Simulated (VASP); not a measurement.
Here is a VASP 6.6.1 calculation.

INCAR

```
PREC     = Accurate       # precision mode
ENCUT    = 520            # plane-wave cutoff, eV
EDIFF    = 1E-6           # SCF threshold, eV
ISMEAR   = 0              # smearing method
SIGMA    = 0.1            # smearing width, eV
LREAL    = F              # projectors in reciprocal space
LASPH    = T              # aspherical terms in the spheres
NELM     = 100            # most SCF steps
ALGO     = Normal         # electronic algorithm
ISIF     = 2              # what is computed and relaxed
LWAVE    = F              # write WAVECAR
LCHARG   = F              # write CHGCAR
GGA      = PE             # functional
NBANDS   = 49             # bands
```

File KPOINTS:

```
Automatic mesh
0
Gamma
  12 12 1
```

Contents of POSCAR:

```
WS2
1.0
    3.1829541699      0.0000000000      0.0000000000
   -1.5914770850      2.7565191702      0.0000000000
    0.0000000000      0.0000000000     28.5322178600
W S
3 6
Direct
    0.6666666667      0.3333333333      0.6592864300
    0.3333333333      0.6666666667      0.8855337800
    0.3333333333      0.6666666667      0.6046252100
    0.6666666667      0.3333333333      0.9401857300
    0.6666666667      0.3333333333      0.4890304200
    0.3333333333      0.6666666667      0.7139522100
    0.6666666667      0.3333333333      0.8308482800
    0.6666666667      0.3333333333      0.3797102500
    0.3333333333      0.6666666667      0.4343616800
```

Potentials or basis: VASP PAW PBE potentials, release 64 (W_sv, S).

Command:

```console
$ cat potpaw_PBE.64/W_sv/POTCAR potpaw_PBE.64/S/POTCAR > POTCAR
$ mpirun -np 1 vasp_std > vasp.out
```

Task: What does it give for the band gap on the k mesh?

Result: Zero (bands 39 and 40 overlap by 0.36 eV).

Task: What does it give for the largest force?

Result: 7.122 eV/Å.

Forces in eV/Å, atoms in the order of the input:
```
W    0.000  0.000  4.338
W    0.000  0.000 -0.014
W    0.000  0.000 -7.122
S    0.000  0.000  0.260
S    0.000  0.000  1.178
S    0.000  0.000  2.375
S    0.000  0.000 -0.184
S    0.000  0.000 -0.620
S    0.000  0.000 -0.211
```

Caveat: spin-orbit coupling is left out, which moves the levels of the heavy elements.
